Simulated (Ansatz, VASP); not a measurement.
**Si3H2N4O in VASP and in Ansatz**

```
Si N O H
1.0
     5.82262    0.00000    0.00000
     0.00000    7.61924    0.00000
     0.00000    0.00000   28.48277
Si N O H
12 16 4 8
Direct
  0.37500 0.52904 0.36014
  0.87500 0.52904 0.36014
  0.12500 0.20984 0.40047
  0.62500 0.20984 0.40047
  0.12500 0.81920 0.41392
  0.62500 0.81920 0.41392
  0.37169 0.17934 0.49478
  0.87192 0.18038 0.49541
  0.37435 0.78571 0.50800
  0.87406 0.78646 0.50798
  0.12498 0.46786 0.54902
  0.62187 0.46635 0.54890
  0.12500 0.00000 0.37703
  0.62500 0.00000 0.37703
  0.12500 0.63509 0.37781
  0.62500 0.63509 0.37781
  0.37500 0.32009 0.38474
  0.87500 0.32009 0.38474
  0.37500 0.81500 0.44733
  0.87500 0.81500 0.44733
  0.12072 0.19030 0.46144
  0.62217 0.19062 0.46149
  0.12357 0.67497 0.52396
  0.62451 0.67423 0.52403
  0.37222 0.35828 0.53290
  0.87347 0.35960 0.53425
  0.37348 0.99529 0.52959
  0.87320 0.99569 0.52987
  0.36096 0.51681 0.30196
  0.86091 0.51702 0.30195
  0.15144 0.49210 0.60697
  0.61187 0.48984 0.60740
  0.51115 0.50563 0.28692
  0.01104 0.50566 0.28691
  0.23304 0.98524 0.34916
  0.73312 0.98530 0.34917
  0.36352 0.01469 0.56478
  0.86581 0.01114 0.56528
  0.06758 0.59386 0.62045
  0.44728 0.48955 0.61676
```

Alike in both runs: task single point; functional PBE; dispersion D3(BJ); k mesh 3 × 2 × 1; occupations gaussian, width 0.05 eV; no spin polarisation.

|  | VASP | Ansatz |
| --- | --- | --- |
| version | VASP 6.6.1 | Ansatz 0.2.0 |
| potentials or method | VASP PAW PBE potentials, release 64 (Si, N, O, H), cutoff 520 eV | scalar-relativistic, plane waves, PAW |
| valence electrons in the cell | 160 | 160 |

```tsv
	VASP	Ansatz	Ansatz less VASP
gap on the k mesh at the Fermi level (eV)	3.58	3.58	-0.001
least direct gap on the mesh (eV)	3.60	3.60	-0.001
rms of the force components (eV/Å)	0.231	0.236	+0.0042
```
